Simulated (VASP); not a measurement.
# InSb (sol) (F-43m) in VASP: further runs

InSb (sol) is run at these levels: PBEsol; tasks: single point.

Program: VASP 6.6.1. These are calculated values, not measurements. Logs are shortened: lines on timing, memory, paths and dates and some standing lists are left out, and cuts for length are marked.

## Step 1: The cell of the first run

The structure is cubic, space group F-43m (No. 216). The conventional cell has a = 6.633 Å, b = 6.633 Å, c = 6.633 Å, α = 90.00°, β = 90.00°, γ = 90.00°. Within 3.8 Å of In (site symmetry -43m) lie 4 Sb at 2.87 Å. Within 3.8 Å of Sb (site symmetry -43m) lie 4 In at 2.87 Å.

## Step 2: Single point, PBEsol

INCAR reads:

```
SYSTEM = InSb
PREC = Accurate
ENCUT = 520
EDIFF = 1E-6
ISMEAR = 0
SIGMA = 0.1
LREAL = .FALSE.
LASPH = .TRUE.
NELM = 60
ALGO = Normal
ISIF = 2
LWAVE = .FALSE.
LCHARG = .FALSE.
GGA = PS
NBANDS = 16
```

KPOINTS reads:

```
Automatic mesh
0
G
  6 6 6
  0 0 0
```

POSCAR reads:

```
InSb
1.0
    0.0000000000      3.3166107100      3.3166107100
    3.3166107100      0.0000000000      3.3166107100
    3.3166107100      3.3166107100      0.0000000000
In Sb
1 1
Direct
    0.0000000000      0.0000000000      0.0000000000
    0.7500000000      0.7500000000      0.7500000000
```

Potentials or basis: VASP PAW PBE potentials, release 64 (In_d, Sb).

Run with:

```bash
> cat potpaw_PBE.64/In_d/POTCAR potpaw_PBE.64/Sb/POTCAR > POTCAR
> mpirun -np 1 vasp_std > vasp.out
```

OUTCAR:

```text
SYSTEM = InSb
   PREC = Accurate
   ENCUT = 520
   EDIFF = 1E-6
   ISMEAR = 0
   LREAL = .FALSE.
   LASPH = .TRUE.
   NELM = 60
   ISIF = 2
   GGA = PS

 ion  position               nearest neighbor table
   1  0.000  0.000  0.000-   2 2.87   2 2.87   2 2.87   2 2.87
   2  0.750  0.750  0.750-   1 2.87   1 2.87   1 2.87   1 2.87

  LATTYP: Found a face centered cubic cell.
 ALAT       =     6.6332214200

  Lattice vectors:

 A1 = (   0.0000000000,   3.3166107100,   3.3166107100)
 A2 = (   3.3166107100,   0.0000000000,   3.3166107100)
 A3 = (   3.3166107100,   3.3166107100,   0.0000000000)

Analysis of symmetry for initial positions (statically):
=====================================================================
 Subroutine PRICEL returns:
 Original cell was already a primitive cell.

 Routine SETGRP: Setting up the symmetry group for a
 face centered cubic supercell.

 Subroutine GETGRP returns: Found 24 space group operations
 (whereof 24 operations were pure point group operations)
 out of a pool of 48 trial point group operations.

The static configuration has the point symmetry T_d .

Analysis of symmetry for dynamics (positions and initial velocities):
=====================================================================
 Subroutine PRICEL returns:
 Original cell was already a primitive cell.

 Routine SETGRP: Setting up the symmetry group for a
 face centered cubic supercell.

 Subroutine GETGRP returns: Found 24 space group operations
 (whereof 24 operations were pure point group operations)
 out of a pool of 48 trial point group operations.

The dynamic configuration has the point symmetry T_d .

 Subroutine INISYM returns: Found 24 space group operations
 (whereof 24 operations are pure point group operations),
 and found     1 'primitive' translations

----------------------------------------------------------------------------------------

                                     Primitive cell

  volume of cell :      72.9648

  direct lattice vectors                    reciprocal lattice vectors
     0.000000000  3.316610710  3.316610710    -0.150756312  0.150756312  0.150756312
     3.316610710  0.000000000  3.316610710     0.150756312 -0.150756312  0.150756312
     3.316610710  3.316610710  0.000000000     0.150756312  0.150756312 -0.150756312

  length of vectors
     4.690395847  4.690395847  4.690395847     0.261117592  0.261117592  0.261117592

  position of ions in fractional coordinates (direct lattice)
     0.000000000  0.000000000  0.000000000
     0.750000000  0.750000000  0.750000000

  ion indices of the primitive-cell ions
   primitive index   ion index
                 1           1
                 2           2

----------------------------------------------------------------------------------------

 KPOINTS: Automatic mesh

Automatic generation of k-mesh.
 Grid dimensions read from file:
 generate k-points for:    6    6    6

 Generating k-lattice:

  Cartesian coordinates                     Fractional coordinates (reciprocal lattice)
    -0.025126052  0.025126052  0.025126052     0.166666667  0.000000000  0.000000000
     0.025126052 -0.025126052  0.025126052     0.000000000  0.166666667  0.000000000
     0.025126052  0.025126052 -0.025126052     0.000000000  0.000000000  0.166666667

  Length of vectors
     0.043519599  0.043519599  0.043519599

  Shift w.r.t. Gamma in fractional coordinates (k-lattice)
     0.000000000  0.000000000  0.000000000

 Subroutine IBZKPT returns following result:
 ===========================================

 Found     16 irreducible k-points:

 Following reciprocal coordinates:
            Coordinates               Weight
  0.000000  0.000000  0.000000      1.000000
  0.166667  0.000000  0.000000      8.000000
  0.333333  0.000000  0.000000      8.000000
  0.500000  0.000000  0.000000      4.000000
  0.166667  0.166667  0.000000      6.000000
  0.333333  0.166667  0.000000     24.000000
[... 8 lines left out ...]
 -0.333333  0.333333  0.166667     24.000000
 -0.333333  0.500000  0.166667     12.000000
   k-points           NKPTS =     16   k-points in BZ     NKDIM =     16   number of bands    NBANDS=     16
   number of dos      NEDOS =    301   number of ions     NIONS =      2
   total plane-waves  NPLWV =  46656
   dimension x,y,z NGX =    36 NGY =   36 NGZ =   36
   dimension x,y,z NGXF=    72 NGYF=   72 NGZF=   72
   ions per type =               1   1
   NGX,Y,Z   is equivalent  to a cutoff of  12.76, 12.76, 12.76 a.u.
   NGXF,Y,Z  is equivalent  to a cutoff of  25.52, 25.52, 25.52 a.u.
 SYSTEM =  InSb
   PREC   = accura    normal or accurate (medium, high low for compatibility)
   ISTART =      0    job   : 0-new  1-cont  2-samecut
   ICHARG =      2    charge: 1-file 2-atom 10-const
   ISPIN  =      1    spin polarized calculation?
   LNONCOLLINEAR =      F non collinear calculations
   LSORBIT =      F    spin-orbit coupling
   LASPH  =      T    aspherical Exc in radial PAW
   ENCUT  =  520.0 eV  38.22 Ry    6.18 a.u.   8.72  8.72  8.72*2*pi/ulx,y,z
   NELM   =     60;   NELMIN=  2; NELMDL= -5     # of ELM steps
   EDIFF  = 0.1E-05   stopping-criterion for ELM
   LREAL  =      F    real-space projection
   EDIFFG = 0.1E-04   stopping-criterion for IOM
   NSW    =      0    number of steps for IOM
   IBRION =     -1    ionic relax: 0-MD 1-quasi-New 2-CG
   NFREE  =      0    steps in history (QN), initial steepest desc. (CG)
   ISIF   =      2    stress and relaxation
   ISYM   =      2    0-nonsym 1-usesym 2-fastsym
   POTIM  = 0.5000    time-step for ionic-motion
   TEBEG  =    0.0;   TEEND  =   0.0 temperature during run
   PSTRESS=    0.0 pullay stress
   NELECT =      18.0000    total number of electrons
   NUPDOWN=      -1.0000    fix difference up-down
   EMIN   =  10.00;   EMAX   =-10.00  energy-range for DOS
   EFERMI =   0.00;   METHOD = LEGACY
   ISMEAR =     0;   SIGMA  =   0.10  broadening in eV -4-tet -1-fermi 0-gaus
   EFERMI_NEDOS =   21; number of points for ismear=-14 and -15
   IALGO  =     38    algorithm
   IMIX   =      4    mixing-type and parameters
     AMIX     =   0.40;   BMIX     =  1.00
     AMIX_MAG =   1.60;   BMIX_MAG =  1.00
  volume/ion in A,a.u.               =      36.48       246.20
  Fermi-wavevector in a.u.,A,eV,Ry     =   1.026742  1.940260 14.343239  1.054198
  Thomas-Fermi vector in A             =   2.160650
   LORBIT       =      0    0 simple, 1 ext, 2 COOP (PROOUT), +10 PAW based schemes
   GGA     = PS    functional components
   LHFCALC =     F    Hartree Fock is set to
   AEXX    =    0.0000 exact exchange contribution
   IVDW    =     0    specifies the selected vdW correction
   LEPSILON=     F    determine dielectric tensor
   LRPA    =     F    only Hartree local field effects (RPA)
 non-spin polarized calculation
 Gauss-broadening in eV      SIGMA  =   0.10
  energy-cutoff  :      520.00
  volume of cell :       72.96
 maximum number of plane-waves:      1989
   NGX = 17   NGY = 17   NGZ = 17

 number of electron      18.0000008 magnetization

 Free energy of the ion-electron system (eV)
  ---------------------------------------------------
  ext. energy  EPLUGINS =         0.00000000
  ---------------------------------------------------
  free energy    TOTEN  =        -7.65626795 eV

  energy without entropy =       -7.65555367  energy(sigma->0) =       -7.65591081

 E-fermi :   4.2851     XC(G=0):  -8.5670

 val. band max:        4.2546679556   @ k =   0.0000   0.0000   0.0000
 cond. band min:       4.6066834484   @ k =   0.5000   0.0000   0.0000
 fundamental gap:      0.3520154928
 Fermi energy:         4.2851257953

 k-point     1 :       0.0000    0.0000    0.0000
  band No.  band energies     occupation
      1     -10.1572      2.00000
      2     -10.1572      2.00000
      3     -10.1572      2.00000
      4     -10.0893      2.00000
      5     -10.0893      2.00000
      6      -6.0668      2.00000
[... 8 lines left out ...]
     15      12.3896      0.00000
     16      12.3896      0.00000

 k-point     2 :       0.1667    0.0000    0.0000
  band No.  band energies     occupation
      1     -10.1664      2.00000
      2     -10.1530      2.00000
      3     -10.1530      2.00000
      4     -10.0894      2.00000
      5     -10.0894      2.00000
      6      -5.8425      2.00000
[... 8 lines left out ...]
     15      11.4773      0.00000
     16      11.4773      0.00000

 k-point     3 :       0.3333    0.0000    0.0000
  band No.  band energies     occupation
      1     -10.1845      2.00000
      2     -10.1456      2.00000
      3     -10.1456      2.00000
      4     -10.0887      2.00000
      5     -10.0887      2.00000
      6      -5.2701      2.00000
[... 8 lines left out ...]
     15      11.8461      0.00000
     16      11.8461      0.00000

 k-point     4 :       0.5000    0.0000    0.0000
  band No.  band energies     occupation
      1     -10.1934      2.00000
      2     -10.1425      2.00000
      3     -10.1425      2.00000
      4     -10.0877      2.00000
      5     -10.0877      2.00000
      6      -4.8636      2.00000
[... 8 lines left out ...]
     15      13.2027      0.00000
     16      13.2027      0.00000

 k-point     5 :       0.1667    0.1667    0.0000
  band No.  band energies     occupation
      1     -10.1740      2.00000
      2     -10.1489      2.00000
      3     -10.1489      2.00000
      4     -10.0923      2.00000
      5     -10.0874      2.00000
      6      -5.7662      2.00000
[... 8 lines left out ...]
     15      11.3537      0.00000
     16      12.6661      0.00000

 k-point     6 :       0.3333    0.1667    0.0000
  band No.  band energies     occupation
      1     -10.1892      2.00000
      2     -10.1423      2.00000
      3     -10.1409      2.00000
      4     -10.0940      2.00000
      5     -10.0861      2.00000
      6      -5.2970      2.00000
[... 8 lines left out ...]
     15      12.3448      0.00000
     16      12.7655      0.00000

 k-point     7 :       0.5000    0.1667    0.0000
  band No.  band energies     occupation
      1     -10.1981      2.00000
      2     -10.1394      2.00000
      3     -10.1372      2.00000
      4     -10.0919      2.00000
      5     -10.0867      2.00000
      6      -4.7629      2.00000
[... 8 lines left out ...]
     15      12.9061      0.00000
     16      13.2956      0.00000

 k-point     8 :      -0.3333    0.1667    0.0000
  band No.  band energies     occupation
      1     -10.1939      2.00000
      2     -10.1404      2.00000
      3     -10.1403      2.00000
      4     -10.0898      2.00000
      5     -10.0889      2.00000
      6      -4.9119      2.00000
[... 8 lines left out ...]
     15      11.8503      0.00000
     16      13.1187      0.00000

 k-point     9 :      -0.1667    0.1667    0.0000
  band No.  band energies     occupation
      1     -10.1795      2.00000
      2     -10.1483      2.00000
      3     -10.1453      2.00000
      4     -10.0911      2.00000
      5     -10.0881      2.00000
      6      -5.4944      2.00000
[... 8 lines left out ...]
     15      11.8171      0.00000
     16      12.1655      0.00000

 k-point    10 :       0.3333    0.3333    0.0000
  band No.  band energies     occupation
      1     -10.2052      2.00000
      2     -10.1318      2.00000
      3     -10.1318      2.00000
      4     -10.0996      2.00000
      5     -10.0837      2.00000
      6      -4.9698      2.00000
[... 8 lines left out ...]
     15      13.4715      0.00000
     16      14.0034      0.00000

 k-point    11 :       0.5000    0.3333    0.0000
  band No.  band energies     occupation
      1     -10.2119      2.00000
      2     -10.1293      2.00000
      3     -10.1275      2.00000
      4     -10.0997      2.00000
      5     -10.0838      2.00000
      6      -4.5063      2.00000
[... 8 lines left out ...]
     15      13.6629      0.00000
     16      14.0082      0.00000

 k-point    12 :      -0.3333    0.3333    0.0000
  band No.  band energies     occupation
      1     -10.2054      2.00000
      2     -10.1345      2.00000
      3     -10.1312      2.00000
      4     -10.0944      2.00000
      5     -10.0875      2.00000
      6      -4.4750      2.00000
[... 8 lines left out ...]
     15      11.9003      0.00000
     16      14.8995      0.00000

 k-point    13 :       0.5000    0.5000    0.0000
  band No.  band energies     occupation
      1     -10.2198      2.00000
      2     -10.1231      2.00000
      3     -10.1231      2.00000
      4     -10.1037      2.00000
      5     -10.0818      2.00000
      6      -4.3343      2.00000
[... 8 lines left out ...]
     15      14.2041      0.00000
     16      14.3281      0.00000

 k-point    14 :       0.5000    0.3333    0.1667
  band No.  band energies     occupation
      1     -10.2010      2.00000
      2     -10.1375      2.00000
      3     -10.1329      2.00000
      4     -10.0954      2.00000
      5     -10.0860      2.00000
      6      -4.8063      2.00000
[... 8 lines left out ...]
     15      12.7730      0.00000
     16      14.1235      0.00000

 k-point    15 :      -0.3333    0.3333    0.1667
  band No.  band energies     occupation
      1     -10.2052      2.00000
      2     -10.1368      2.00000
      3     -10.1293      2.00000
      4     -10.0943      2.00000
      5     -10.0874      2.00000
      6      -4.4746      2.00000
[... 8 lines left out ...]
     15      13.5427      0.00000
     16      13.9958      0.00000

 k-point    16 :      -0.3333    0.5000    0.1667
  band No.  band energies     occupation
      1     -10.2123      2.00000
      2     -10.1318      2.00000
      3     -10.1245      2.00000
      4     -10.0986      2.00000
      5     -10.0852      2.00000
      6      -4.3136      2.00000
[... 8 lines left out ...]
     15      13.6629      0.00000
     16      14.3987      0.00000

------------------------ aborting loop because EDIFF is reached ----------------------------------------

  FORCE on cell =-STRESS in cart. coord.  units (eV):
  Direction    XX          YY          ZZ          XY          YZ          ZX
  --------------------------------------------------------------------------------------
  -------------------------------------------------------------------------------------
  Total       -0.8668525     -0.8668525     -0.8668525      0.0000000      0.0000000      0.0000000
  in kB      -19.0345361    -19.0345361    -19.0345361      0.0000000      0.0000000      0.0000000
  external PRESSURE =     -19.0345361 kB  Pullay stress =       0.0000000 kB

 VOLUME and BASIS-vectors are now :
 -----------------------------------------------------------------------------
  energy-cutoff  :      520.00
  volume of cell :       72.96
      direct lattice vectors                 reciprocal lattice vectors
     0.000000000  3.316610710  3.316610710    -0.150756312  0.150756312  0.150756312
     3.316610710  0.000000000  3.316610710     0.150756312 -0.150756312  0.150756312
     3.316610710  3.316610710  0.000000000     0.150756312  0.150756312 -0.150756312

 POSITION                                       TOTAL-FORCE (eV/Angst)
 -----------------------------------------------------------------------------------
      0.00000      0.00000      0.00000        -0.000000     -0.000000      0.000000
      4.97492      4.97492      4.97492         0.000000      0.000000     -0.000000
 -----------------------------------------------------------------------------------
    total drift:                                0.000000      0.000000      0.000000

  FREE ENERGIE OF THE ION-ELECTRON SYSTEM (eV)
  ---------------------------------------------------
  free  energy   TOTEN  =        -7.6562679502 eV

  energy  without entropy=       -7.6555536651  energy(sigma->0) =       -7.65591081
```

It took 11 s on 1 thread of AMD EPYC 9R45 (Zen 5), shared host; peak memory 0.18 GiB.

Results:

- Free energy: -7.6563 eV
- Pressure: -1.9 GPa
- Band gap on the k mesh: zero (filled and empty bands touch)

Caveat: the PAW data sets were made with another functional, which shifts forces and pressure a little; spin-orbit coupling is left out, which moves the levels of the heavy elements.

## Step 3: Single point, PBEsol

This run uses another cell than the first one, of 34.64 Å³/atom, 0.950 times its volume.

INCAR reads:

```
SYSTEM = InSb
  PREC = Accurate
  ENCUT = 520
  EDIFF = 1E-7
  ISMEAR = 0
  SIGMA = 0.1
  LREAL = .FALSE.
  LASPH = .TRUE.
  NELM = 60
  ALGO = Normal
  ISIF = 2
  LWAVE = .FALSE.
  LCHARG = .TRUE.
  GGA = PS
  LELF = .TRUE.
  LVHAR = .TRUE.
  NBANDS = 16
```

KPOINTS reads:

```
regular mesh
0
G
  12 12 12
  0 0 0
```

POSCAR reads:

```
InSb
1.0
    0.0000000000      3.2598197993      3.2598197993
    3.2598197993      0.0000000000      3.2598197993
    3.2598197993      3.2598197993      0.0000000000
In Sb
1 1
Direct
    0.0000000000      0.0000000000      0.0000000000
    0.7500000000      0.7500000000      0.7500000000
```

Potentials or basis: VASP PAW PBE potentials, release 64 (In_d, Sb).

Run with:

```bash
> cat potpaw_PBE.64/In_d/POTCAR potpaw_PBE.64/Sb/POTCAR > POTCAR
> mpirun -np 1 vasp_std > vasp.out
```

Run time: 46 s. Hardware: 1 thread of AMD EPYC 9R45 (Zen 5), shared host; peak memory 0.22 GiB.

It converged, with:

| Item | Value |
| --- | --- |
| Free energy | -7.7008 eV |
| Pressure | 0.0 GPa |
| Band gap on the k mesh | zero (filled and empty bands touch) |

Levels at points of the mesh, in eV from the Fermi level:
```tsv
k point	band 7	band 8	band 9	band 10	band 11	band 12
(0.00, 0.00, 0.00)	-0.42	-0.06	-0.06	-0.06	2.88	2.88
(0.50, 0.00, 0.00)	-5.63	-1.04	-1.04	0.38	3.72	3.72
(0.50, 0.50, 0.00)	-5.93	-2.27	-2.27	1.22	1.23	7.96
```

Caveat: the PAW data sets were made with another functional, which shifts forces and pressure a little; spin-orbit coupling is left out, which moves the levels of the heavy elements.
